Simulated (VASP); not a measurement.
# ZnIr2O4 (Fd-3m) in VASP: a series of runs

ZnIr2O4 is run at these levels: PBE, r2SCAN; tasks: relaxation of cell and atoms, single point.

All numbers are computed with VASP 6.6.1; they aren't measurements. Logs are shortened: lines on timing, memory, paths and dates and some standing lists are left out, and cuts for length are marked.

**1. The cell of the first run**

It takes space group Fd-3m (No. 227, cubic). Conventional cell: a = 8.749 Å, b = 8.749 Å, c = 8.749 Å, α = 90.00°, β = 90.00°, γ = 90.00°. Within 2.7 Å of Zn (site symmetry -43m) lie 4 O at 2.07 Å. Ir (site symmetry -3m) has 6 O at 2.09 Å within 2.8 Å. O (site symmetry 3m) has 1 Zn at 2.07 Å and 3 Ir at 2.09 Å within 2.7 Å.

**2. Relaxation of cell and atoms, PBE**

The input, INCAR:

```
PREC = Accurate ; ENCUT = 600
EDIFF = 1E-7 ; ISMEAR = -1
SIGMA = 0.02 ; LREAL = F
LASPH = T ; NELM = 60
ALGO = Normal ; ISIF = 3
LWAVE = F ; LCHARG = F
GGA = PE ; IBRION = 2
NSW = 80 ; EDIFFG = -0.005
```

The input, KPOINTS:

```
Automatic mesh
0
Gamma
  4 4 4
```

The input, POSCAR:

```
ZnIr2O4
1.0
    0.0000000000      4.3746840000      4.3746840000
    4.3746840000      0.0000000000      4.3746840000
    4.3746840000      4.3746840000      0.0000000000
Zn Ir O
2 4 8
Direct
    0.7500000000      0.7500000000      0.7500000000
    0.5000000000      0.5000000000      0.5000000000
    0.1250000000      0.1250000000      0.6250000000
    0.1250000000      0.6250000000      0.1250000000
    0.6250000000      0.1250000000      0.1250000000
    0.1250000000      0.1250000000      0.1250000000
    0.3635620000      0.3635620000      0.9093140000
    0.3635620000      0.9093140000      0.3635620000
    0.9093140000      0.3635620000      0.3635620000
    0.3635620000      0.3635620000      0.3635620000
    0.8864380000      0.8864380000      0.3406860000
    0.8864380000      0.3406860000      0.8864380000
    0.3406860000      0.8864380000      0.8864380000
    0.8864380000      0.8864380000      0.8864380000
```

Potentials or basis: VASP PAW PBE potentials, release 64 (Zn, Ir, O).

Run with:

```sh
> cat potpaw_PBE.64/Zn/POTCAR potpaw_PBE.64/Ir/POTCAR potpaw_PBE.64/O/POTCAR > POTCAR
> mpirun -np 1 vasp_std > vasp.out
```

OUTCAR:

```text
PREC = Accurate
   ENCUT = 600
   EDIFF = 1E-7
   ISMEAR = -1
   LREAL = F
   LASPH = T
   NELM = 60
   ISIF = 3
   GGA = PE
   IBRION = 2
   NSW = 80
   EDIFFG = -0.005

 ion  position               nearest neighbor table
   1  0.750  0.750  0.750-  14 2.07  12 2.07  13 2.07  11 2.07
   2  0.500  0.500  0.500-  10 2.07   8 2.07   9 2.07   7 2.07
   3  0.125  0.125  0.625-   8 2.09   9 2.09  12 2.09  13 2.09  10 2.09  14 2.09   6 3.09   4 3.09
                             5 3.09   6 3.09   4 3.09   5 3.09
   4  0.125  0.625  0.125-   7 2.09   9 2.09  11 2.09  13 2.09  10 2.09  14 2.09   6 3.09   3 3.09
                             3 3.09   5 3.09   6 3.09   5 3.09
   5  0.625  0.125  0.125-   7 2.09   8 2.09  11 2.09  12 2.09  10 2.09  14 2.09   6 3.09   3 3.09
                             4 3.09   3 3.09   4 3.09   6 3.09
   6  0.125  0.125  0.125-   7 2.09   8 2.09   9 2.09  11 2.09  12 2.09  13 2.09   3 3.09   4 3.09
                             5 3.09   3 3.09   4 3.09   5 3.09
   7  0.364  0.364  0.909-   2 2.07   4 2.09   5 2.09   6 2.09
   8  0.364  0.909  0.364-   2 2.07   3 2.09   5 2.09   6 2.09
   9  0.909  0.364  0.364-   2 2.07   3 2.09   4 2.09   6 2.09
  10  0.364  0.364  0.364-   2 2.07   3 2.09   4 2.09   5 2.09
  11  0.886  0.886  0.341-   1 2.07   4 2.09   5 2.09   6 2.09
  12  0.886  0.341  0.886-   1 2.07   3 2.09   5 2.09   6 2.09
  13  0.341  0.886  0.886-   1 2.07   3 2.09   4 2.09   6 2.09
  14  0.886  0.886  0.886-   1 2.07   3 2.09   4 2.09   5 2.09

  LATTYP: Found a face centered cubic cell.
 ALAT       =     8.7493680000

  Lattice vectors:

 A1 = (   0.0000000000,   4.3746840000,   4.3746840000)
 A2 = (   4.3746840000,   0.0000000000,   4.3746840000)
 A3 = (   4.3746840000,   4.3746840000,   0.0000000000)

Analysis of symmetry for initial positions (statically):
=====================================================================
 Subroutine PRICEL returns:
 Original cell was already a primitive cell.

 Routine SETGRP: Setting up the symmetry group for a
 face centered cubic supercell.

 Subroutine GETGRP returns: Found 48 space group operations
 (whereof 24 operations were pure point group operations)
 out of a pool of 48 trial point group operations.

The static configuration has the point symmetry T_d .
 The point group associated with its full space group is O_h .

Analysis of symmetry for dynamics (positions and initial velocities):
=====================================================================
 Subroutine PRICEL returns:
 Original cell was already a primitive cell.

 Routine SETGRP: Setting up the symmetry group for a
 face centered cubic supercell.

 Subroutine GETGRP returns: Found 48 space group operations
 (whereof 24 operations were pure point group operations)
 out of a pool of 48 trial point group operations.

The dynamic configuration has the point symmetry T_d .
 The point group associated with its full space group is O_h .

 Subroutine INISYM returns: Found 48 space group operations
 (whereof 24 operations are pure point group operations),
 and found     1 'primitive' translations

----------------------------------------------------------------------------------------

                                     Primitive cell

  volume of cell :     167.4442

  direct lattice vectors                    reciprocal lattice vectors
     0.000000000  4.374684000  4.374684000    -0.114293970  0.114293970  0.114293970
     4.374684000  0.000000000  4.374684000     0.114293970 -0.114293970  0.114293970
     4.374684000  4.374684000  0.000000000     0.114293970  0.114293970 -0.114293970

  length of vectors
     6.186737444  6.186737444  6.186737444     0.197962962  0.197962962  0.197962962

  position of ions in fractional coordinates (direct lattice)
     0.750000000  0.750000000  0.750000000
     0.500000000  0.500000000  0.500000000
     0.125000000  0.125000000  0.625000000
     0.125000000  0.625000000  0.125000000
     0.625000000  0.125000000  0.125000000
     0.125000000  0.125000000  0.125000000
     0.363562000  0.363562000  0.909314000
     0.363562000  0.909314000  0.363562000
     0.909314000  0.363562000  0.363562000
     0.363562000  0.363562000  0.363562000
     0.886438000  0.886438000  0.340686000
     0.886438000  0.340686000  0.886438000
     0.340686000  0.886438000  0.886438000
     0.886438000  0.886438000  0.886438000

  ion indices of the primitive-cell ions
   primitive index   ion index
                 1           1
                 2           2
                 3           3
                 4           4
                 5           5
                 6           6
                 7           7
                 8           8
                 9           9
                10          10
                11          11
                12          12
                13          13
                14          14

----------------------------------------------------------------------------------------

 KPOINTS: Automatic mesh

Automatic generation of k-mesh.
 Grid dimensions read from file:
 generate k-points for:    4    4    4

 Generating k-lattice:

  Cartesian coordinates                     Fractional coordinates (reciprocal lattice)
    -0.028573492  0.028573492  0.028573492     0.250000000  0.000000000  0.000000000
     0.028573492 -0.028573492  0.028573492     0.000000000  0.250000000  0.000000000
     0.028573492  0.028573492 -0.028573492     0.000000000  0.000000000  0.250000000

  Length of vectors
     0.049490741  0.049490741  0.049490741

  Shift w.r.t. Gamma in fractional coordinates (k-lattice)
     0.000000000  0.000000000  0.000000000

 Subroutine IBZKPT returns following result:
 ===========================================

 Found      8 irreducible k-points:

 Following reciprocal coordinates:
            Coordinates               Weight
  0.000000  0.000000  0.000000      1.000000
  0.250000  0.000000  0.000000      8.000000
  0.500000  0.000000  0.000000      4.000000
  0.250000  0.250000  0.000000      6.000000
  0.500000  0.250000  0.000000     24.000000
 -0.250000  0.250000  0.000000     12.000000
  0.500000  0.500000  0.000000      3.000000
 -0.250000  0.500000  0.250000      6.000000
   k-points           NKPTS =      8   k-points in BZ     NKDIM =      8   number of bands    NBANDS=     64
   number of dos      NEDOS =    301   number of ions     NIONS =     14
   total plane-waves  NPLWV = 125000
   dimension x,y,z NGX =    50 NGY =   50 NGZ =   50
   dimension x,y,z NGXF=   100 NGYF=  100 NGZF=  100
   ions per type =               2   4   8
   NGX,Y,Z   is equivalent  to a cutoff of  13.44, 13.44, 13.44 a.u.
   NGXF,Y,Z  is equivalent  to a cutoff of  26.87, 26.87, 26.87 a.u.
 SYSTEM =  unknown system
   PREC   = accura    normal or accurate (medium, high low for compatibility)
   ISTART =      0    job   : 0-new  1-cont  2-samecut
   ICHARG =      2    charge: 1-file 2-atom 10-const
   ISPIN  =      1    spin polarized calculation?
   LNONCOLLINEAR =      F non collinear calculations
   LSORBIT =      F    spin-orbit coupling
   LASPH  =      T    aspherical Exc in radial PAW
   ENCUT  =  600.0 eV  44.10 Ry    6.64 a.u.  12.36 12.36 12.36*2*pi/ulx,y,z
   NELM   =     60;   NELMIN=  2; NELMDL= -5     # of ELM steps
   EDIFF  = 0.1E-06   stopping-criterion for ELM
   LREAL  =      F    real-space projection
   EDIFFG = -.5E-02   stopping-criterion for IOM
   NSW    =     80    number of steps for IOM
   IBRION =      2    ionic relax: 0-MD 1-quasi-New 2-CG
   NFREE  =      1    steps in history (QN), initial steepest desc. (CG)
   ISIF   =      3    stress and relaxation
   ISYM   =      2    0-nonsym 1-usesym 2-fastsym
   POTIM  = 0.5000    time-step for ionic-motion
   TEBEG  =    0.0;   TEEND  =   0.0 temperature during run
   PSTRESS=    0.0 pullay stress
   NELECT =     108.0000    total number of electrons
   NUPDOWN=      -1.0000    fix difference up-down
   EMIN   =  10.00;   EMAX   =-10.00  energy-range for DOS
   EFERMI =   0.00;   METHOD = LEGACY
   ISMEAR =    -1;   SIGMA  =   0.02  broadening in eV -4-tet -1-fermi 0-gaus
   EFERMI_NEDOS =   21; number of points for ismear=-14 and -15
   IALGO  =     38    algorithm
   IMIX   =      4    mixing-type and parameters
     AMIX     =   0.40;   BMIX     =  1.00
     AMIX_MAG =   1.60;   BMIX_MAG =  1.00
  volume/ion in A,a.u.               =      11.96        80.71
  Fermi-wavevector in a.u.,A,eV,Ry     =   1.414467  2.672954 27.221395  2.000716
  Thomas-Fermi vector in A             =   2.536006
   LORBIT       =      0    0 simple, 1 ext, 2 COOP (PROOUT), +10 PAW based schemes
   GGA     = PE    functional components
   LHFCALC =     F    Hartree Fock is set to
   AEXX    =    0.0000 exact exchange contribution
   IVDW    =     0    specifies the selected vdW correction
   LEPSILON=     F    determine dielectric tensor
   LRPA    =     F    only Hartree local field effects (RPA)
 conjugate gradient relaxation of ions
 non-spin polarized calculation
  energy-cutoff  :      600.00
  volume of cell :      167.44
 maximum number of plane-waves:      5609
 NGX is ok and might be reduce to    50
   NGX = 25   NGY = 25   NGZ = 25

--------------------------------------- Ionic step        1  -------------------------------------------

 number of electron     107.9999963 magnetization

 Free energy of the ion-electron system (eV)
  ---------------------------------------------------
  ext. energy  EPLUGINS =         0.00000000
  ---------------------------------------------------
  free energy    TOTEN  =       -86.38863914 eV

  energy without entropy =      -86.38863873  energy(sigma->0) =      -86.38863893

------------------------ aborting loop because EDIFF is reached ----------------------------------------

  FORCE on cell =-STRESS in cart. coord.  units (eV):
  Direction    XX          YY          ZZ          XY          YZ          ZX
  --------------------------------------------------------------------------------------
  -------------------------------------------------------------------------------------
  Total       -0.4742310     -0.4742310     -0.4742310     -0.0000000      0.0000000     -0.0000000
  in kB       -4.5376448     -4.5376448     -4.5376448     -0.0000000      0.0000000     -0.0000000
  external PRESSURE =      -4.5376448 kB  Pullay stress =       0.0000000 kB
[... 177 lines left out ...]
  energy  without entropy=      -86.3892922105  energy(sigma->0) =      -86.38929241

--------------------------------------- Ionic step        5  -------------------------------------------

 number of electron     107.9999966 magnetization

 Free energy of the ion-electron system (eV)
  ---------------------------------------------------
  ext. energy  EPLUGINS =         0.00000000
  ---------------------------------------------------
  free energy    TOTEN  =       -86.38932380 eV

  energy without entropy =      -86.38932338  energy(sigma->0) =      -86.38932359

 E-fermi :   5.3376     XC(G=0): -11.4674

 val. band max:        5.0763951832   @ k =   0.5000   0.5000   0.0000
 cond. band min:       5.5497413995   @ k =   0.0000   0.0000   0.0000
 fundamental gap:      0.4733462162
 Fermi energy:         5.3376121595

 k-point     1 :       0.0000    0.0000    0.0000
  band No.  band energies     occupation
      1     -15.5018      2.00000
      2     -14.5680      2.00000
      3     -14.5680      2.00000
      4     -14.5680      2.00000
      5     -14.2605      2.00000
      6     -14.0877      2.00000
[... 566 lines left out ...]
  FREE ENERGIE OF THE ION-ELECTRON SYSTEM (eV)
  ---------------------------------------------------
  free  energy   TOTEN  =       -86.3893237983 eV

  energy  without entropy=      -86.3893233849  energy(sigma->0) =      -86.38932359

 reached required accuracy - stopping structural energy minimisation
```

Wall time 4.3 min (1 thread of Intel Xeon 6975P-C (Granite Rapids), shared host); peak memory 0.42 GiB.

Results:

```
Free energy                           : -86.3893 eV
Relaxed volume                        : 11.94 Å³/atom
Relaxed cell                          : a = 6.183 Å, b = 6.183 Å, c = 6.183 Å, α = 60.00°, β = 60.00°, γ = 60.00°
Space group after relaxing (to 0.1 Å) : Fd-3m (No. 227)
Energy gained by relaxing             : 0.0 meV/atom
Ionic steps                           : 5
Pressure after relaxing               : 0.0 GPa
Largest force after relaxing          : 0.005 eV/Å
Band gap on the k mesh                : 0.47 eV (least direct gap 0.58 eV)
```

Forces in eV/Å, atoms in the order of the input:
```
Zn   0.000  0.000  0.000
Zn   0.000  0.000  0.000
Ir   0.000  0.000  0.000
Ir   0.000  0.000  0.000
Ir   0.000  0.000  0.000
Ir   0.000  0.000  0.000
O    0.003  0.003 -0.003
O    0.003 -0.003  0.003
O   -0.003  0.003  0.003
O   -0.003 -0.003 -0.003
O   -0.003 -0.003  0.003
O   -0.003  0.003 -0.003
O    0.003 -0.003 -0.003
O    0.003  0.003  0.003
```

The path:
```
step  energy change (eV)  largest force (eV/Å)  pressure (GPa)  volume (Å³)
   1              0.0000                0.0443           -0.45       167.44
   2              0.0006                0.0395            0.73       166.62
   3             -0.0007                0.0093            0.04       167.10
   4             -0.0007                0.0100            0.03       167.11
   5             -0.0007                0.0049            0.01       167.15
```

Final structure:
```yaml
crystal:
  lattice:
    - [0.00000, 4.37209, 4.37209]
    - [4.37209, 0.00000, 4.37209]
    - [4.37209, 4.37209, 0.00000]
  atoms:
    - { symbol: Zn, position: [0.75000, 0.75000, 0.75000] }
    - { symbol: Zn, position: [0.50000, 0.50000, 0.50000] }
    - { symbol: Ir, position: [0.12500, 0.12500, 0.62500] }
    - { symbol: Ir, position: [0.12500, 0.62500, 0.12500] }
    - { symbol: Ir, position: [0.62500, 0.12500, 0.12500] }
    - { symbol: Ir, position: [0.12500, 0.12500, 0.12500] }
    - { symbol: O, position: [0.36348, 0.36348, 0.90957] }
    - { symbol: O, position: [0.36348, 0.90957, 0.36348] }
    - { symbol: O, position: [0.90957, 0.36348, 0.36348] }
    - { symbol: O, position: [0.36348, 0.36348, 0.36348] }
    - { symbol: O, position: [0.88652, 0.88652, 0.34043] }
    - { symbol: O, position: [0.88652, 0.34043, 0.88652] }
    - { symbol: O, position: [0.34043, 0.88652, 0.88652] }
    - { symbol: O, position: [0.88652, 0.88652, 0.88652] }
```

Levels at points of the mesh, in eV from the valence-band top:
```
           k point  band 51  band 52  band 53  band 54  band 55  band 56  band 57  band 58
(0.00, 0.00, 0.00)    -0.16    -0.11    -0.11    -0.11     0.47     2.56     2.56     2.56
(0.50, 0.00, 0.00)    -0.39    -0.16    -0.13    -0.13     1.89     2.35     2.35     2.38
(0.50, 0.50, 0.00)    -0.17    -0.17     0.00     0.00     0.79     0.79     2.02     2.02
```

Caveat: spin-orbit coupling is left out, which moves the levels of the heavy elements. A k mesh can miss the band edges.

**3. Single point, r2SCAN**

This run uses another cell than the first one, of 11.50 Å³/atom.

The input, POSCAR:

```
ZnIr2O4
1.0
    0.0000000000      4.3177924542      4.3177924542
    4.3177924542      0.0000000000      4.3177924542
    4.3177924542      4.3177924542      0.0000000000
Zn Ir O
2 4 8
Direct
    0.7500000000      0.7500000000      0.7500000000
    0.5000000000      0.5000000000      0.5000000000
    0.1250000000      0.1250000000      0.6250000000
    0.1250000000      0.6250000000      0.1250000000
    0.6250000000      0.1250000000      0.1250000000
    0.1250000000      0.1250000000      0.1250000000
    0.3646466651      0.3646466651      0.9060600048
    0.3646466651      0.9060600048      0.3646466651
    0.9060600048      0.3646466651      0.3646466651
    0.3646466651      0.3646466651      0.3646466651
    0.8853533349      0.8853533349      0.3439399952
    0.8853533349      0.3439399952      0.8853533349
    0.3439399952      0.8853533349      0.8853533349
    0.8853533349      0.8853533349      0.8853533349
```

The input, INCAR.step1:

```
PREC = Accurate
ENCUT = 520
ISMEAR = -1
SIGMA = 0.02
LREAL = F
LASPH = T
NELM = 60
NBANDS = 67
GGA = PE
ALGO = Normal
EDIFF = 1E-4
LWAVE = T
LCHARG = F
```

The input, INCAR.step2:

```
PREC = Accurate
ENCUT = 520
EDIFF = 1E-6
ISMEAR = -1
SIGMA = 0.02
LREAL = F
LASPH = T
NELM = 60
ALGO = Normal
ISIF = 2
LWAVE = F
LCHARG = F
METAGGA = R2SCAN
LMIXTAU = T
NBANDS = 67
ISTART = 1
```

The input, KPOINTS:

```
Automatic mesh
0
Gamma
  6 6 6
```

Potentials or basis: VASP PAW PBE potentials, release 64 (Zn, Ir, O).

Run with:

```sh
> cat potpaw_PBE.64/Zn/POTCAR potpaw_PBE.64/Ir/POTCAR potpaw_PBE.64/O/POTCAR > POTCAR
> cp INCAR.step1 INCAR
> mpirun -np 1 vasp_std > vasp.out
> cp INCAR.step2 INCAR
> mpirun -np 1 vasp_std > vasp.out
```

Run time: 6.3 min. Hardware: 1 thread of Intel Xeon 6975P-C (Granite Rapids), shared host; peak memory 0.44 GiB.

It converged, with:

| Quantity | Value |
| --- | --- |
| Free energy | -286.7147 eV |
| Pressure | 2.7 GPa |
| Largest force | 0.179 eV/Å |
| Band gap on the k mesh | 1.10 eV (least direct gap 1.20 eV) |

Forces on the atoms (eV/Å):
```
Zn   0.000  0.000  0.000
Zn   0.000  0.000  0.000
Ir   0.000  0.000  0.000
Ir   0.000  0.000  0.000
Ir   0.000  0.000  0.000
Ir   0.000  0.000  0.000
O   -0.104 -0.104  0.104
O   -0.104  0.104 -0.104
O    0.104 -0.104 -0.104
O    0.104  0.104  0.104
O    0.104  0.104 -0.104
O    0.104 -0.104  0.104
O   -0.104  0.104  0.104
O   -0.104 -0.104 -0.104
```

Levels at points of the mesh, in eV from the valence-band top:
```
           k point  band 50  band 51  band 52  band 53  band 54  band 55  band 56  band 57  band 58  band 59
(0.00, 0.00, 0.00)    -0.22    -0.22    -0.10    -0.10    -0.10     1.10     3.19     3.19     3.19     3.33
(0.50, 0.00, 0.00)    -0.63    -0.39    -0.22    -0.14    -0.14     2.56     2.88     2.88     2.91     2.91
(0.50, 0.50, 0.00)    -0.38    -0.19    -0.19     0.00     0.00     1.29     1.29     2.46     2.46     3.33
```

Caveat: the PAW data sets were made with another functional, which shifts forces and pressure a little; spin-orbit coupling is left out, which moves the levels of the heavy elements. A k mesh can miss the band edges.
